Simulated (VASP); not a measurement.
# H15NO6 in VASP: notebook, part 2 of 2

VASP 6.6.1.

## Step 3: Single point, PBEsol

The input, INCAR:

```
PREC = Accurate ; ENCUT = 520
EDIFF = 1E-7 ; ISMEAR = -1
SIGMA = 0.02 ; LREAL = Auto
LASPH = T ; NELM = 60
ALGO = Normal ; ISIF = 2
LWAVE = F ; LCHARG = F
GGA = PS ; NBANDS = 45
```

The input, KPOINTS:

```
Automatic mesh
0
Gamma
  1 1 1
```

The input, POSCAR:

```
H15NO6
1.0
    6.0276500000      0.0000000000      0.0000000000
    0.0000000000      6.0276500000      0.0000000000
    0.0000000000      0.0000000000      6.0276500000
O H N
6 15 1
Direct
   -0.0426866192      0.9353230529      0.3422726933
    0.4200476139      0.6540691646      0.4629830863
    0.6782079251      0.6429537216      0.1260192612
    0.5000124427      0.1198145214      0.4917339262
    1.0732540874      0.3917944804      0.4863586970
    0.7236982904      0.2031637537      0.9697311556
    0.1110880691      0.8554245850      0.3243054922
   -0.1467570280      0.8279511916      0.2770731545
    0.3276235349      0.5202027324      0.4807180244
    0.5190911881      0.6202085390      0.3321858436
    0.6719700049      0.5096347665      0.0356855491
    0.5923203902      0.7559164849      0.0493392948
    0.4291224607     -0.0283029041      0.5185271209
    0.6449611374      0.1294700256      0.5468797956
    0.9422245817      0.4603452423      0.4227186383
    1.1041616550      0.2751652800      0.3792025084
    0.8784020306      0.1507884499      0.9548165537
    0.6473169477      0.1435551168      1.0907733528
    0.0915447977      0.1300506831      0.7170290246
    0.2287292726      0.0662447222      0.9165429313
    0.0979154397     -0.1282589401      0.7947873549
    0.0808938807      0.0305757634      0.8495516495
```

Potentials or basis: VASP PAW PBE potentials, release 64 (O, H, N).

Command:

```bash
cat potpaw_PBE.64/O/POTCAR potpaw_PBE.64/H/POTCAR potpaw_PBE.64/N/POTCAR > POTCAR
mpirun -np 1 vasp_gam > vasp.out
```

OUTCAR:

```text
PREC = Accurate
   ENCUT = 520
   EDIFF = 1E-7
   ISMEAR = -1
   LREAL = Auto
   LASPH = T
   NELM = 60
   ISIF = 2
   GGA = PS

 ion  position               nearest neighbor table
   1  0.957  0.935  0.342-   8 0.98   7 1.05
   2  0.420  0.654  0.463-   9 0.99  10 1.01
   3  0.678  0.643  0.126-  11 0.97  12 0.97
   4  0.500  0.120  0.492-  14 0.94  13 1.00
   5  0.073  0.392  0.486-  15 0.97  16 0.97
   6  0.724  0.203  0.970-  18 0.93  17 0.99
   7  0.111  0.855  0.324-   1 1.05
   8  0.853  0.828  0.277-   1 0.98
   9  0.328  0.520  0.481-   2 0.99
  10  0.519  0.620  0.332-   2 1.01
  11  0.672  0.510  0.036-   3 0.97
  12  0.592  0.756  0.049-   3 0.97
  13  0.429  0.972  0.519-   4 1.00
  14  0.645  0.129  0.547-   4 0.94
  15  0.942  0.460  0.423-   5 0.97
  16  0.104  0.275  0.379-   5 0.97
  17  0.878  0.151  0.955-   6 0.99
  18  0.647  0.144  0.091-   6 0.93
  19  0.092  0.130  0.717-  22 1.00
  20  0.229  0.066  0.917-  22 1.00
[... 205 lines left out ...]
 cond. band min:       0.7894508776   @ k =   0.0000   0.0000   0.0000
 fundamental gap:      3.9060292016
 Fermi energy:        -2.6023259964

 k-point     1 :       0.0000    0.0000    0.0000
  band No.  band energies     occupation
      1     -23.2150      2.00000
      2     -22.5623      2.00000
      3     -21.4798      2.00000
      4     -21.3416      2.00000
      5     -21.2329      2.00000
      6     -20.8372      2.00000
[... 32 lines left out ...]
     39       7.2312      0.00000
     40       7.3369      0.00000
 [bands above 40 left out]

------------------------ aborting loop because EDIFF is reached ----------------------------------------

  FORCE on cell =-STRESS in cart. coord.  units (eV):
  Direction    XX          YY          ZZ          XY          YZ          ZX
  --------------------------------------------------------------------------------------
  -------------------------------------------------------------------------------------
  Total        3.3684091      1.9345785      4.6357135      0.8045393     -0.9695329      0.1688765
  in kB       24.6428727     14.1531419     33.9143182      5.8859119     -7.0929853      1.2354801
  external PRESSURE =      24.2367776 kB  Pullay stress =       0.0000000 kB

 VOLUME and BASIS-vectors are now :
 -----------------------------------------------------------------------------
  energy-cutoff  :      520.00
  volume of cell :      219.00
      direct lattice vectors                 reciprocal lattice vectors
     6.027650000  0.000000000  0.000000000     0.165902134  0.000000000  0.000000000
     0.000000000  6.027650000  0.000000000     0.000000000  0.165902134  0.000000000
     0.000000000  0.000000000  6.027650000     0.000000000  0.000000000  0.165902134

 POSITION                                       TOTAL-FORCE (eV/Angst)
 -----------------------------------------------------------------------------------
      5.77035      5.63780      2.06310         2.398390     -1.137618     -0.069191
      2.53190      3.94250      2.79070         0.061872      0.208656     -0.369752
      4.08800      3.87550      0.75960        -0.027187      0.818702      0.312356
      3.01390      0.72220      2.96400        -2.878692     -0.479064     -1.222104
      0.44155      2.36160      2.93160        -0.008008     -0.276627      0.067035
      4.36220      1.22460      5.84520        -1.055320      2.542628     -1.584349
[... 14 lines left out ...]
      0.59020      5.25455      4.79070        -0.326650     -0.237901     -0.169212
      0.48760      0.18430      5.12080         0.601888     -0.281714      0.225748
 -----------------------------------------------------------------------------------
    total drift:                               -0.000468     -0.008261      0.000318

  FREE ENERGIE OF THE ION-ELECTRON SYSTEM (eV)
  ---------------------------------------------------
  free  energy   TOTEN  =      -107.0861518283 eV

  energy  without entropy=     -107.0861518283  energy(sigma->0) =     -107.08615183
```

OSZICAR:

```text
N       E                     dE             d eps       ncg     rms          rms(c)
DAV:   1     0.432820778398E+03    0.43282E+03   -0.31271E+04    90   0.115E+03
DAV:   2    -0.766159021215E+02   -0.50944E+03   -0.49121E+03   116   0.292E+02
DAV:   3    -0.118416652241E+03   -0.41801E+02   -0.41557E+02   108   0.883E+01
DAV:   4    -0.118987001449E+03   -0.57035E+00   -0.56952E+00   116   0.116E+01
DAV:   5    -0.118993273961E+03   -0.62725E-02   -0.62719E-02   116   0.115E+00    0.201E+01
DAV:   6    -0.107652192961E+03    0.11341E+02   -0.32682E+01   108   0.255E+01    0.788E+00
DAV:   7    -0.107259627200E+03    0.39257E+00   -0.13834E+00   108   0.521E+00    0.507E+00
DAV:   8    -0.107072498014E+03    0.18713E+00   -0.34191E-01   108   0.328E+00    0.627E-01
DAV:   9    -0.107072202421E+03    0.29559E-03   -0.42885E-02   116   0.983E-01    0.341E-01
DAV:  10    -0.107081552266E+03   -0.93498E-02   -0.59462E-03    95   0.335E-01    0.138E-01
DAV:  11    -0.107085911229E+03   -0.43590E-02   -0.23359E-03    90   0.280E-01    0.487E-02
DAV:  12    -0.107086150114E+03   -0.23888E-03   -0.36516E-04   108   0.106E-01    0.300E-02
DAV:  13    -0.107086161253E+03   -0.11139E-04   -0.77292E-05   100   0.465E-02    0.119E-02
DAV:  14    -0.107086150998E+03    0.10255E-04   -0.10647E-05   100   0.233E-02    0.603E-03
DAV:  15    -0.107086151629E+03   -0.63140E-06   -0.76292E-06   108   0.162E-02    0.389E-03
DAV:  16    -0.107086151681E+03   -0.51918E-07   -0.12263E-06   108   0.718E-03    0.148E-03
DAV:  17    -0.107086151803E+03   -0.12170E-06   -0.33349E-07   100   0.301E-03    0.583E-04
DAV:  18    -0.107086151828E+03   -0.25252E-07   -0.40490E-08    92   0.141E-03
   1 F= -.10708615E+03 E0= -.10708615E+03  d E =-.727663E-11
```

Wall time 26 s (1 thread of AMD EPYC 7R13 (Zen 3), shared host); peak memory 0.27 GiB.

What came out:

```
Free energy            : -107.0862 eV
Pressure               : 2.4 GPa
Largest force          : 3.176 eV/Å
Band gap on the k mesh : 3.91 eV
```

Forces in eV/Å, atoms in the order of the input:
```
O    2.398 -1.138 -0.069
O    0.062  0.209 -0.370
O   -0.027  0.819  0.312
O   -2.879 -0.479 -1.222
O   -0.008 -0.277  0.067
O   -1.055  2.543 -1.584
H   -2.157  0.974  0.407
H    0.107 -0.032 -0.168
H   -0.358  0.329  0.183
H   -0.295  0.314  0.631
H    0.359 -1.333 -0.636
H    0.073  0.023 -0.259
H    1.240  0.589 -0.015
H    1.746 -0.425  1.037
H   -0.318  0.358  0.094
H    0.045 -0.559 -0.045
H    0.749 -1.161  0.098
H   -0.580 -0.839  1.980
H   -0.349  0.543 -1.374
H    0.971  0.063  0.878
H   -0.327 -0.238 -0.169
N    0.602 -0.282  0.226
```

Levels at points of the mesh, in eV from the valence-band top:
```csv
k point,band 24,band 25,band 26,band 27,band 28,band 29,band 30,band 31,band 32,band 33
"(0.00, 0.00, 0.00)",-0.78,-0.67,-0.47,-0.30,0.00,3.91,7.04,7.55,7.88,8.16
```

Caveat: the k points lie up to 1.04 Å⁻¹ apart; the PAW data sets were made with another functional, which shifts forces and pressure a little.

## Step 4: Single point, PBEsol

The input, INCAR:

```
PREC     = Accurate       # precision mode
ENCUT    = 520            # plane-wave cutoff, eV
EDIFF    = 1E-6           # SCF threshold, eV
ISMEAR   = -1             # smearing method
SIGMA    = 0.02           # smearing width, eV
LREAL    = Auto         
LASPH    = True           # aspherical terms in the spheres
NELM     = 100            # most SCF steps
ALGO     = Normal         # electronic algorithm
ISIF     = 2              # what is computed and relaxed
LWAVE    = False          # write WAVECAR
LCHARG   = False          # write CHGCAR
GGA      = PS             # functional
NBANDS   = 45             # bands
```

KPOINTS is that of step 3.

The input, POSCAR:

```
H15NO6
1.0
    6.0276500000      0.0000000000      0.0000000000
    0.0000000000      6.0276500000      0.0000000000
    0.0000000000      0.0000000000      6.0276500000
O H N
6 15 1
Direct
   -0.0575182700      0.8579794779      0.4040878286
    0.3642547261      0.7120519605      0.4701002878
    0.6637412590      0.6500045623      0.0386551973
    0.5594219970      0.1242606986      0.4215905038
    1.0167312302      0.4185047241      0.4549036523
    0.7558003534      0.2298905875      1.0388293945
    0.1138752250      0.8532512671      0.4118852289
   -0.1022454854      0.8656607467      0.2440088592
    0.2728592403      0.5728932503      0.4944879016
    0.4504906556      0.6528746692      0.3361343144
    0.6743589956      0.4866407306      0.0408782859
    0.6104700837      0.6904515027     -0.1058455617
    0.4991497516     -0.0202234702      0.4640282697
    0.6297147313      0.1664496114      0.5662737551
    0.8789660979      0.5053047207      0.4274136687
    0.9775949168      0.2664056473      0.4014997553
    0.8995545528      0.1633472415      1.0101283253
    0.7035743615      0.1634301925      1.1776728908
    0.2044412001      0.0153791279      0.7310809354
    0.2401433394     -0.0119449537      1.0080877290
    0.0365980108     -0.1421947193      0.8626579181
    0.1453136795     -0.0127744643      0.8747024130
```

Command:

```bash
cat potpaw_PBE.64/O/POTCAR potpaw_PBE.64/H/POTCAR potpaw_PBE.64/N/POTCAR > POTCAR
mpirun -np 1 vasp_gam > vasp.out
```

Wall time 26 s (1 thread of AMD EPYC 7R13 (Zen 3), shared host); peak memory 0.28 GiB.

It converged, with:

```yaml
Free_energy: -107.1522 eV
Pressure: 0.3 GPa
Largest_force: 3.950 eV/Å
Band_gap_on_the_k_mesh: 3.79 eV
```

Forces on the atoms (eV/Å):
```
O    1.109  0.817 -0.909
O    0.639 -1.839 -1.302
O   -0.199  0.650  0.975
O    0.211  0.619  1.466
O   -0.952 -1.164 -0.236
O   -0.552  0.195  0.068
H   -1.665 -0.461 -0.436
H    0.352 -0.395  1.054
H   -0.297  0.788  0.198
H   -0.426  1.052  0.725
H    0.541 -0.508 -0.310
H   -0.376  0.148 -0.565
H   -0.185 -0.519 -0.298
H   -0.188 -0.016 -1.039
H    1.080 -0.021  0.104
H    0.463  0.970  0.446
H    1.072 -0.198 -0.842
H   -0.511 -0.128  0.531
H    1.765  0.876 -2.718
H    1.184 -0.249  0.655
H    0.237 -0.187  0.305
N   -3.300 -0.429  2.129
```

Stress tensor (GPa, compression positive):
```
-0.50 -0.73 -0.97
-0.73  1.63 -1.56
-0.97 -1.56 -0.21
```

Levels at points of the mesh, in eV from the valence-band top:
| k point | band 24 | band 25 | band 26 | band 27 | band 28 | band 29 | band 30 | band 31 | band 32 | band 33 |
| --- | --- | --- | --- | --- | --- | --- | --- | --- | --- | --- |
| (0.00, 0.00, 0.00) | -1.20 | -1.00 | -0.79 | -0.51 | 0.00 | 3.79 | 7.20 | 7.28 | 7.55 | 8.16 |

Caveat: the k points lie up to 1.04 Å⁻¹ apart; the PAW data sets were made with another functional, which shifts forces and pressure a little.

## Step 5: Single point, PBEsol

The input, INCAR:

```
ALGO = Normal
EDIFF = 1E-7
ENCUT = 520
GGA = PS
ISIF = 2
ISMEAR = -1
LASPH = True
LCHARG = False
LREAL = Auto
LWAVE = False
NBANDS = 45
NELM = 60
PREC = Accurate
SIGMA = 0.02
```

The input, KPOINTS:

```
k-points
0
Gamma
  1 1 1
```

The input, POSCAR:

```
H15NO6
1.0
    6.0276500000      0.0000000000      0.0000000000
    0.0000000000      6.0276500000      0.0000000000
    0.0000000000      0.0000000000      6.0276500000
O H N
6 15 1
Direct
   -0.1154678855      0.8330277969      0.3664446343
    0.3351223113      0.6753212280      0.3594269740
    0.6148499000      0.6993106766      0.0410441880
    0.5193566315      0.1507552695      0.4365548763
    1.0135956799      0.3782236858      0.5308868299
    0.8620938508      0.2608313356      1.0601478188
    0.0549467869      0.8218459930      0.3594269740
   -0.1571922723      0.8230570786      0.2023508332
    0.2963509826      0.5318324720      0.4284754423
    0.4647084685      0.6593116720      0.2536145928
    0.6690667175      0.5549758198      0.0032516818
    0.6289349912      0.7880019576     -0.0939337885
    0.5018705466     -0.0054913606      0.4524483007
    0.6872330013      0.1551184956      0.4406526590
    0.9442319975      0.5283817076      0.5648967674
    1.0181745788      0.3652501389      0.3667598484
    0.9353562334      0.1068077941      1.0132804659
    0.7685416373      0.2244158171      1.1825504135
    0.1900408949      0.0749214039      0.8246331489
    0.3163919604     -0.0227783630      1.0318946853
    0.1993645948     -0.1878178063      0.8398629648
    0.1669639080     -0.0455401359      0.9419259579
```

Potentials or basis: VASP PAW PBE potentials, release 64 (O, H, N).

Command:

```bash
cat potpaw_PBE.64/O/POTCAR potpaw_PBE.64/H/POTCAR potpaw_PBE.64/N/POTCAR > POTCAR
mpirun -np 1 vasp_gam > vasp.out
```

OUTCAR:

```text
EDIFF = 1E-7
   ENCUT = 520
   GGA = PS
   ISIF = 2
   ISMEAR = -1
   LASPH = True
   LREAL = Auto
   NELM = 60
   PREC = Accurate

 ion  position               nearest neighbor table
   1  0.885  0.833  0.366-   8 1.02   7 1.03
   2  0.335  0.675  0.359-   9 0.99  10 1.01
   3  0.615  0.699  0.041-  11 0.96  12 0.98
   4  0.519  0.151  0.437-  13 0.95  14 1.01
   5  0.014  0.378  0.531-  16 0.99  15 1.02
   6  0.862  0.261  0.060-  18 0.95  17 1.07
   7  0.055  0.822  0.359-   1 1.03
   8  0.843  0.823  0.202-   1 1.02
   9  0.296  0.532  0.428-   2 0.99
  10  0.465  0.659  0.254-   2 1.01
  11  0.669  0.555  0.003-   3 0.96
  12  0.629  0.788  0.906-   3 0.98
  13  0.502  0.995  0.452-   4 0.95
  14  0.687  0.155  0.441-   4 1.01
  15  0.944  0.528  0.565-   5 1.02
  16  0.018  0.365  0.367-   5 0.99
  17  0.935  0.107  0.013-   6 1.07
  18  0.769  0.224  0.183-   6 0.95
  19  0.190  0.075  0.825-  22 1.02
  20  0.316  0.977  0.032-  22 1.06
  21  0.199  0.812  0.840-  22 1.07
  22  0.167  0.954  0.942-  19 1.02  20 1.06  21 1.07

  LATTYP: Found a simple cubic cell.
 ALAT       =     6.0276500000

  Lattice vectors:

 A1 = (   6.0276500000,   0.0000000000,   0.0000000000)
 A2 = (   0.0000000000,   6.0276500000,   0.0000000000)
 A3 = (   0.0000000000,   0.0000000000,   6.0276500000)

Analysis of symmetry for initial positions (statically):
=====================================================================
 Subroutine PRICEL returns:
 Original cell was already a primitive cell.

 Routine SETGRP: Setting up the symmetry group for a
 simple cubic supercell.

 Subroutine GETGRP returns: Found  1 space group operations
 (whereof  1 operations were pure point group operations)
 out of a pool of 48 trial point group operations.

The static configuration has the point symmetry C_1 .

Analysis of symmetry for dynamics (positions and initial velocities):
=====================================================================
[... 150 lines left out ...]
   LORBIT       =      0    0 simple, 1 ext, 2 COOP (PROOUT), +10 PAW based schemes
   GGA     = PS    functional components
   LHFCALC =     F    Hartree Fock is set to
   AEXX    =    0.0000 exact exchange contribution
   IVDW    =     0    specifies the selected vdW correction
   LEPSILON=     F    determine dielectric tensor
   LRPA    =     F    only Hartree local field effects (RPA)
 non-spin polarized calculation
  energy-cutoff  :      520.00
  volume of cell :      219.00
 maximum number of plane-waves:      2944
 NGX is ok and might be reduce to    48
   NGX = 23   NGY = 23   NGZ = 23

 number of electron      56.0000002 magnetization

 Free energy of the ion-electron system (eV)
  ---------------------------------------------------
  ext. energy  EPLUGINS =         0.00000000
  ---------------------------------------------------
  free energy    TOTEN  =      -107.12342458 eV

  energy without entropy =     -107.12342458  energy(sigma->0) =     -107.12342458

 E-fermi :  -2.9440     XC(G=0):  -6.8847

 val. band max:       -3.4573825861   @ k =   0.0000   0.0000   0.0000
 cond. band min:       0.6707046467   @ k =   0.0000   0.0000   0.0000
 fundamental gap:      4.1280872328
 Fermi energy:        -2.9439873579

 k-point     1 :       0.0000    0.0000    0.0000
  band No.  band energies     occupation
      1     -23.4583      2.00000
      2     -21.8839      2.00000
      3     -21.5739      2.00000
      4     -21.4257      2.00000
      5     -21.1572      2.00000
      6     -20.9001      2.00000
[... 32 lines left out ...]
     39       7.0860      0.00000
     40       7.3966      0.00000
 [bands above 40 left out]

------------------------ aborting loop because EDIFF is reached ----------------------------------------

  FORCE on cell =-STRESS in cart. coord.  units (eV):
  Direction    XX          YY          ZZ          XY          YZ          ZX
  --------------------------------------------------------------------------------------
  -------------------------------------------------------------------------------------
  Total       -4.1030962     -2.0340321     -1.5406667      1.7454395     -2.0626237     -0.5154076
  in kB      -30.0177542    -14.8807325    -11.2713309     12.7694238    -15.0899050     -3.7706592
  external PRESSURE =     -18.7232725 kB  Pullay stress =       0.0000000 kB

 VOLUME and BASIS-vectors are now :
 -----------------------------------------------------------------------------
  energy-cutoff  :      520.00
  volume of cell :      219.00
      direct lattice vectors                 reciprocal lattice vectors
     6.027650000  0.000000000  0.000000000     0.165902134  0.000000000  0.000000000
     0.000000000  6.027650000  0.000000000     0.000000000  0.165902134  0.000000000
     0.000000000  0.000000000  6.027650000     0.000000000  0.000000000  0.165902134

 POSITION                                       TOTAL-FORCE (eV/Angst)
 -----------------------------------------------------------------------------------
      5.33165      5.02120      2.20880         1.545479      0.150873     -1.184712
      2.02000      4.07060      2.16650         0.308017     -0.048419      0.129370
      3.70610      4.21520      0.24740         0.114068      1.046543     -0.501091
      3.13050      0.90870      2.63140         1.838989      1.201774     -0.209431
      0.08195      2.27980      3.20000        -0.358164      1.144985      0.264870
      5.19640      1.57220      0.36255         1.043166     -0.957046     -1.232158
[... 14 lines left out ...]
      1.20170      4.89555      5.06240        -0.399549      0.919394      1.198797
      1.00640      5.75315      5.67760         1.602936     -0.838178     -1.071393
 -----------------------------------------------------------------------------------
    total drift:                               -0.001746     -0.005380     -0.000645

  FREE ENERGIE OF THE ION-ELECTRON SYSTEM (eV)
  ---------------------------------------------------
  free  energy   TOTEN  =      -107.1234245800 eV

  energy  without entropy=     -107.1234245800  energy(sigma->0) =     -107.12342458
```

stdout:

```text
POSCAR found type information on POSCAR O H N
 POSCAR found :  3 types and      22 ions
 scaLAPACK will be used
 -----------------------------------------------------------------------------
|                                                                             |
|                                                                             |
|     You enforced a specific xc type in the INCAR file but a different       |
|     I HOPE YOU KNOW WHAT YOU ARE DOING!                                     |
|                                                                             |
 -----------------------------------------------------------------------------

 LDA part: xc-table for (Slater+PW92), standard interpolation
 POSCAR, INCAR and KPOINTS ok, starting setup
 FFT: planning ... GRIDC
 FFT: planning ... GRID_SOFT
 FFT: planning ... GRID
 WAVECAR not read
 entering main loop
```

Wall time 30 s (1 thread of AMD EPYC 7R13 (Zen 3), shared host); peak memory 0.27 GiB.

Results:

```yaml
Free_energy: -107.1234 eV
Pressure: -1.9 GPa
Largest_force: 2.207 eV/Å
Band_gap_on_the_k_mesh: 4.13 eV
```

Forces on the atoms (eV/Å):
```
O    1.545  0.151 -1.185
O    0.308 -0.048  0.129
O    0.114  1.047 -0.501
O    1.839  1.202 -0.209
O   -0.358  1.145  0.265
O    1.043 -0.957 -1.232
H   -1.434  0.030  0.004
H    0.188 -0.250  1.676
H    0.195  0.205 -0.142
H   -1.119  0.097  0.567
H    0.743 -1.453 -0.339
H   -0.171 -0.017  0.017
H   -0.625 -1.543  0.012
H   -1.095  0.125  0.496
H    0.551 -1.453 -0.876
H   -0.226  0.235  0.317
H   -0.222  1.696  0.566
H   -0.924 -0.436  0.793
H   -0.296  0.558 -0.440
H   -1.260 -0.413 -0.046
H   -0.400  0.919  1.199
N    1.603 -0.838 -1.071
```

Caveat: the k points lie up to 1.04 Å⁻¹ apart; the PAW data sets were made with another functional, which shifts forces and pressure a little.
